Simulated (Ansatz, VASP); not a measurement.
## PtS2 in VASP and in Ansatz

Contents of INCAR:

```
SYSTEM = PtS2
ALGO = Normal
EDIFF = 1E-6
ENCUT = 520
GGA = PE
ISIF = 2
ISMEAR = 0
ISPIN = 2
LASPH = .True.
LCHARG = .True.
LELF = .True.
LMAXMIX = 4
LORBIT = 11
LREAL = .False.
LVHAR = .True.
LWAVE = .False.
MAGMOM = 1 1 0 0 0 0
NBANDS = 35
NELM = 150
PREC = Accurate
SIGMA = 0.1
```

The input KPOINTS:

```
k-points
0
Gamma
  4 4 4
  0 0 0
```

The input POSCAR:

```
PtS2
1.0
    5.4477227416      0.0000000000      0.0000000000
    0.0000000000      5.4477227416      0.0000000000
    0.0000000000      0.0000000000      3.8267566238
Pt S
2 4
Direct
    0.0000000000      0.0000000000      0.0000000000
    0.5000000000      0.5000000000      0.5000000000
    0.6891112177      0.3108887823      0.0000000000
    0.3108887823      0.6891112177      0.0000000000
    0.1891112177      0.1891112177      0.5000000000
    0.8108887823      0.8108887823      0.5000000000
```

Input for Ansatz:

```yaml
crystal:
  lattice:
    - [5.4477227416, 0.0, 0.0]
    - [0.0, 5.4477227416, 0.0]
    - [0.0, 0.0, 3.8267566238]
  atoms:
    - { symbol: Pt, position: [0.0, 0.0, 0.0], spin: 1.0 }
    - { symbol: Pt, position: [0.5, 0.5, 0.5], spin: 1.0 }
    - { symbol: S, position: [0.6891112177, 0.3108887823, 0.0] }
    - { symbol: S, position: [0.3108887823, 0.6891112177, 0.0] }
    - { symbol: S, position: [0.1891112177, 0.1891112177, 0.5] }
    - { symbol: S, position: [0.8108887823, 0.8108887823, 0.5] }
basis:
  ecutwfc: 420
kpoints:
  mp_grid: { grid: [4, 4, 4] }
hamiltonian:
  xc: pbe
scf:
  occupations: { method: gaussian, width: 0.1 }
  lower_state_search: "off"
output:
  forces: true
  stress: true
  eigenvalues: true
  populations: true
magnetization:
  spin_polarized: true
```

Alike in both runs: task single point; functional PBE; k mesh 4 × 4 × 4; occupations gaussian, width 0.1 eV; collinear spin.

```csv
,VASP,Ansatz
version,VASP 6.6.1,Ansatz 0.2.0
potentials or method,"VASP PAW PBE potentials, release 64 (Pt, S), cutoff 520 eV","scalar-relativistic, plane waves, PAW"
valence electrons in the cell,44,60
```

Ansatz gave:

- gap on the k mesh at the Fermi level (eV): none
- pressure (GPa): -0.1
- traceless stress, the component that is largest in VASP (GPa): -0.02
- rms of the force components (eV/Å): 0.001
- net moment per atom (μB): 0.05
- size of the moment on the site where the two differ most (μB): 0.03

Task: Which values does VASP return?

Result: gap on the k mesh at the Fermi level (eV): none; pressure (GPa): -0.4; traceless stress, the component that is largest in VASP (GPa): -0.10; rms of the force components (eV/Å): 0.003; net moment per atom (μB): 0.06; size of the moment on the site where the two differ most (μB): 0.04.

Site moments also hang on the region over which each program counts them. Atom by atom the forces differ by 0.004 eV/Å (rms over components). A gap of «none» marks a metal or a gap that the smearing closes. With one functional, cell and mesh, what is left measures potentials, basis and numerics. VASP's potentials hold 44 valence electrons a cell and Ansatz's 60, so a difference there can come from the potentials and not from the codes.

The k mesh is coarse, so the values compare programs but aren't converged. Spin-orbit coupling is off throughout.
